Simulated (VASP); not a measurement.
# WS2 in VASP: single point with PBE+D3(BJ)

Aim: the single point of WS2 with PBE+D3(BJ).

Program: VASP 6.6.1. These are calculated values, not measurements. Logs are shortened: lines on timing, memory, paths and dates and some standing lists are left out, and cuts for length are marked.

## Step 1: The cell of the first run

The cell holds a slab with vacuum, 12 atoms: a = 6.319 Å, b = 6.319 Å, c = 24.212 Å, α = 90.00°, β = 90.00°, γ = 120.00°.

## Step 2: Single point, PBE+D3(BJ)

Input file INCAR:

```
SYSTEM = WS2
  PREC = Accurate
  ENCUT = 400
  EDIFF = 1E-6
  ISMEAR = 0
  SIGMA = 0.05
  LREAL = .FALSE.
  LASPH = .TRUE.
  NELM = 120
  ALGO = Normal
  ISIF = 2
  LWAVE = .FALSE.
  LCHARG = .FALSE.
  LDIPOL = .TRUE.
  IDIPOL = 3
  DIPOL = 0.5 0.5 0.475
  GGA = PE
  IVDW = 12
  NBANDS = 64
  GGA_COMPAT = .FALSE.
  NELMDL = -8
```

Input file KPOINTS:

```
regular mesh
0
G
  6 6 1
  0 0 0
```

Input file POSCAR:

```
WS2
1.0
    6.3187020704     -0.0000000057      0.0000000000
   -3.1593510302      5.4721565147      0.0000000000
    0.0000000000      0.0000000000     24.2121488070
S W
8 4
Direct
    0.3323734358      0.1676265642      0.4100650215
    0.3323734358      0.6647468716      0.4100650215
    0.8352531284      0.1676265642      0.4100650215
    0.8333333333      0.6666666667      0.4096352082
    0.3378823759      0.1621176241      0.5402668122
    0.3378823759      0.6757647519      0.5402668122
    0.8242352481      0.1621176241      0.5402668122
    0.8333333333      0.6666666667      0.5407895847
    0.1666666667      0.3333333333      0.4759429355
    0.1659902514      0.8329951257      0.4749190203
    0.6670048743      0.3340097486      0.4749190203
    0.6670048743      0.8329951257      0.4749190203
```

Potentials or basis: VASP PAW PBE potentials, release 64 (S, W_sv).

Launch:

```sh
> cat potpaw_PBE.64/S/POTCAR potpaw_PBE.64/W_sv/POTCAR > POTCAR
> mpirun -np 1 vasp_std > vasp.out
```

OUTCAR:

```text
SYSTEM = WS2
   PREC = Accurate
   ENCUT = 400
   EDIFF = 1E-6
   ISMEAR = 0
   LREAL = .FALSE.
   LASPH = .TRUE.
   NELM = 120
   ISIF = 2
   GGA = PE
   IVDW = 12
   NELMDL = -8
 IVDW          = 12

 ion  position               nearest neighbor table
   1  0.332  0.168  0.410-  10 2.41  11 2.41   9 2.42
   2  0.332  0.665  0.410-  10 2.41  12 2.41   9 2.42
   3  0.835  0.168  0.410-  12 2.41  11 2.41   9 2.42
   4  0.833  0.667  0.410-  12 2.41  11 2.41  10 2.41
   5  0.338  0.162  0.540-  10 2.40  11 2.40   9 2.44
   6  0.338  0.676  0.540-  10 2.40  12 2.40   9 2.44
   7  0.824  0.162  0.540-  11 2.40  12 2.40   9 2.44
   8  0.833  0.667  0.541-  12 2.42  11 2.42  10 2.42
   9  0.167  0.333  0.476-   1 2.42   2 2.42   3 2.42   5 2.44   6 2.44   7 2.44  10 3.16  11 3.16
                            12 3.16  12 3.16  10 3.16  11 3.16
  10  0.166  0.833  0.475-   6 2.40   5 2.40   4 2.41   1 2.41   2 2.41   8 2.42  11 3.15  12 3.15
                             9 3.16   9 3.16  11 3.17  12 3.17
  11  0.667  0.334  0.475-   7 2.40   5 2.40   4 2.41   3 2.41   1 2.41   8 2.42  12 3.15  10 3.15
                             9 3.16   9 3.16  12 3.17  10 3.17
  12  0.667  0.833  0.475-   7 2.40   6 2.40   4 2.41   3 2.41   2 2.41   8 2.42  11 3.15  10 3.15
                             9 3.16   9 3.16  11 3.17  10 3.17

  LATTYP: Found a hexagonal cell.
 ALAT       =     6.3187020704
 C/A-ratio  =     3.8318231398

  Lattice vectors:

 A1 = (   6.3187020704,  -0.0000000057,   0.0000000000)
 A2 = (  -3.1593510302,   5.4721565147,   0.0000000000)
 A3 = (   0.0000000000,   0.0000000000,  24.2121488070)

Analysis of symmetry for initial positions (statically):
=====================================================================
 Subroutine PRICEL returns:
 Original cell was already a primitive cell.

 Routine SETGRP: Setting up the symmetry group for a
 hexagonal supercell.

 Subroutine GETGRP returns: Found  6 space group operations
 (whereof  2 operations were pure point group operations)
 out of a pool of 24 trial point group operations.

The static configuration has the point symmetry C_1h.
 The point group associated with its full space group is C_3v.

Analysis of symmetry for dynamics (positions and initial velocities):
=====================================================================
 Subroutine PRICEL returns:
[... 128 lines left out ...]
   EFERMI_NEDOS =   21; number of points for ismear=-14 and -15
   IALGO  =     38    algorithm
   IMIX   =      4    mixing-type and parameters
     AMIX     =   0.40;   BMIX     =  1.00
     AMIX_MAG =   1.60;   BMIX_MAG =  1.00
  volume/ion in A,a.u.               =      69.77       470.80
  Fermi-wavevector in a.u.,A,eV,Ry     =   0.816857  1.543636  9.078560  0.667255
  Thomas-Fermi vector in A             =   1.927201
   LORBIT       =      0    0 simple, 1 ext, 2 COOP (PROOUT), +10 PAW based schemes
   GGA     = PE    functional components
   LHFCALC =     F    Hartree Fock is set to
   AEXX    =    0.0000 exact exchange contribution
   IVDW    =    12    specifies the selected vdW correction
   LEPSILON=     F    determine dielectric tensor
   LRPA    =     F    only Hartree local field effects (RPA)
 non-spin polarized calculation
 Gauss-broadening in eV      SIGMA  =   0.05
  energy-cutoff  :      400.00
  volume of cell :      837.18
 maximum number of plane-waves:     15253
 NGX is ok and might be reduce to    42
   NGX = 21   NGY = 21   NGZ = 79

 dipolmoment           0.000000      0.000000      0.000040 electrons x Angstroem

 number of electron     104.0000028 magnetization

 dipolmoment           0.000000      0.000000     -0.000053 electrons x Angstroem

 Free energy of the ion-electron system (eV)
  ---------------------------------------------------
  ext. energy  EPLUGINS =         0.00000000
  ---------------------------------------------------
  free energy    TOTEN  =       -94.61485516 eV

  energy without entropy =      -94.61485516  energy(sigma->0) =      -94.61485516

 E-fermi :  -2.0780     XC(G=0):  -3.2256

 val. band max:       -2.4675576368   @ k =   0.3333   0.3333   0.0000
 cond. band min:      -0.5521365403   @ k =   0.3333   0.3333   0.0000
 fundamental gap:      1.9154210965
 Fermi energy:        -2.0779866520

 k-point     1 :       0.0000    0.0000    0.0000
  band No.  band energies     occupation
      1     -76.4898      2.00000
      2     -76.4688      2.00000
      3     -76.4585      2.00000
      4     -76.4585      2.00000
      5     -40.9134      2.00000
      6     -40.9125      2.00000
[... 458 lines left out ...]
     63       0.8190      0.00000
     64       1.5900      0.00000

------------------------ aborting loop because EDIFF is reached ----------------------------------------

 vacuum level on the upper side and lower side of the slab       (xc-potential included)        -0.011        -0.010

 Edisp (eV)   -3.71821

 E8    (eV) :    -1.6724

  FORCE on cell =-STRESS in cart. coord.  units (eV):
  Direction    XX          YY          ZZ          XY          YZ          ZX
  --------------------------------------------------------------------------------------
  -------------------------------------------------------------------------------------
  Total      -0.24122    -0.24122    -0.78600    -0.00000     0.00000     0.00000
  in kB      -0.46164    -0.46164    -1.50423    -0.00000     0.00000     0.00000
  external pressure =       -0.81 kB  Pullay stress =        0.00 kB

 VOLUME and BASIS-vectors are now :
 -----------------------------------------------------------------------------
  energy-cutoff  :      400.00
  volume of cell :      837.18
      direct lattice vectors                 reciprocal lattice vectors
     6.318702070 -0.000000006  0.000000000     0.158260350  0.091371655  0.000000000
    -3.159351030  5.472156515  0.000000000     0.000000000  0.182743311  0.000000000
     0.000000000  0.000000000 24.212148807     0.000000000  0.000000000  0.041301580

 POSITION                                       TOTAL-FORCE (eV/Angst)
 -----------------------------------------------------------------------------------
      1.57058      0.91728      9.92856         0.019312     -0.011150      0.069377
      0.00000      3.63760      9.92856         0.000000      0.022299      0.069377
      4.74812      0.91728      9.92856        -0.019312     -0.011150      0.069377
      3.15935      3.64810      9.91815         0.000000     -0.000000      0.017472
      1.62279      0.88713     13.08102        -0.545496      0.314942      0.018247
      0.00000      3.69789     13.08102        -0.000000     -0.629885      0.018247
      4.69591      0.88713     13.08102         0.545496      0.314942      0.018247
      3.15935      3.64810     13.09368         0.000000     -0.000000     -0.250976
      0.00000      1.82405     11.52360         0.000000     -0.000000      0.132414
     -1.58288      4.55828     11.49881         0.002433      0.001405     -0.053928
      3.15935      1.82775     11.49881        -0.000000     -0.002810     -0.053928
      1.58288      4.55828     11.49881        -0.002433      0.001405     -0.053928
 -----------------------------------------------------------------------------------
    total drift:                                0.000002     -0.000000     -0.000801

  FREE ENERGIE OF THE ION-ELECTRON SYSTEM (eV)
  ---------------------------------------------------
  free  energy   TOTEN  =       -98.3330671654 eV

  energy  without entropy=      -98.3330671654  energy(sigma->0) =      -98.33306717

 vacuum level on the upper side and lower side of the slab         3.157         3.158
```

stdout:

```text
POSCAR found type information on POSCAR S W
 POSCAR found :  2 types and      12 ions
 scaLAPACK will be used
 LDA part: xc-table for (Slater+PW92), standard interpolation
 POSCAR, INCAR and KPOINTS ok, starting setup
 FFT: planning ... GRIDC
 FFT: planning ... GRID_SOFT
 FFT: planning ... GRID
 WAVECAR not read
 entering main loop
```

Run time: 11 min. Hardware: 1 thread of Oxide Virtual Turin-like, shared host; peak memory 0.61 GiB.

Results:

```yaml
Free_energy: -98.3331 eV
Largest_force: 0.630 eV/Å
Band_gap_on_the_k_mesh: 1.92 eV
Dispersion_energy_per_atom: -0.310 eV
```

Forces on the atoms (eV/Å):
```
S    0.019 -0.011  0.069
S    0.000  0.022  0.069
S   -0.019 -0.011  0.069
S    0.000  0.000  0.017
S   -0.545  0.315  0.018
S    0.000 -0.630  0.018
S    0.545  0.315  0.018
S    0.000  0.000 -0.251
W    0.000  0.000  0.132
W    0.002  0.001 -0.054
W    0.000 -0.003 -0.054
W   -0.002  0.001 -0.054
```

Caveat: spin-orbit coupling is left out, which moves the levels of the heavy elements.
